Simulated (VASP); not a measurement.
Hf2N: single point with PBEsol

Hf2N:

```
Hf N
1.0
     5.24005    0.00000    0.00000
     0.00000    5.24005    0.00000
     0.00000    0.00000    3.19728
Hf N
4 2
Direct
  0.29500 0.29500 0.00000
  0.70500 0.70500 0.00000
  0.79500 0.20500 0.50000
  0.20500 0.79500 0.50000
  0.00000 0.00000 0.00000
  0.50000 0.50000 0.50000
```

```yaml
Program: VASP 6.6.1
Task: single point
Functional: PBEsol
Potentials_or_basis: VASP PAW PBE potentials, release 64 (Hf_pv, N)
Cutoff: 520 eV
k_mesh: 8 × 8 × 12
Occupations: gaussian, width 0.1 eV
Spin: no spin polarisation
```

| Property | Result |
| --- | --- |
| Pressure | 5.7 GPa |
| Largest force | 0.006 eV/Å |
| Band gap on the k mesh | zero (bands 25 and 26 overlap by 2.79 eV) |

Forces in eV/Å, atoms in the order of the input:
```
Hf   0.005  0.005  0.000
Hf  -0.005 -0.005  0.000
Hf   0.005 -0.005  0.000
Hf  -0.005  0.005  0.000
N    0.000  0.000  0.000
N    0.000  0.000  0.000
```

Stress tensor (GPa, compression positive):
```
5.74 0.00 0.00
0.00 5.74 0.00
0.00 0.00 5.54
```

Levels at points of the mesh, in eV from the Fermi level:
```tsv
k point	band 22	band 23	band 24	band 25	band 26	band 27	band 28	band 29
(0.00, 0.00, 0.00)	-2.23	-0.01	0.78	1.05	1.16	1.16	1.65	1.81
(0.50, 0.00, 0.00)	-2.55	-1.11	-1.11	1.51	1.51	1.92	1.92	2.07
(0.50, 0.50, 0.00)	-1.81	-1.46	-1.46	1.06	1.06	1.56	1.56	1.98
(0.00, 0.00, 0.50)	-1.48	-1.29	-1.29	-1.29	-1.29	2.25	2.25	3.83
(0.50, 0.00, 0.50)	-2.05	-1.16	-1.16	-0.96	-0.96	1.84	1.84	3.99
(0.50, 0.50, 0.50)	-1.78	-0.93	-0.93	-0.49	-0.49	1.38	1.38	3.03
```

Run time: 6.3 min on 1 thread of Intel Xeon 8259CL, on a shared host, peak memory 0.36 GiB.

Caveat: the cell stands under pressure; the PAW data sets were made with another functional, which shifts forces and pressure a little; spin-orbit coupling is left out, which moves the levels of the heavy elements.
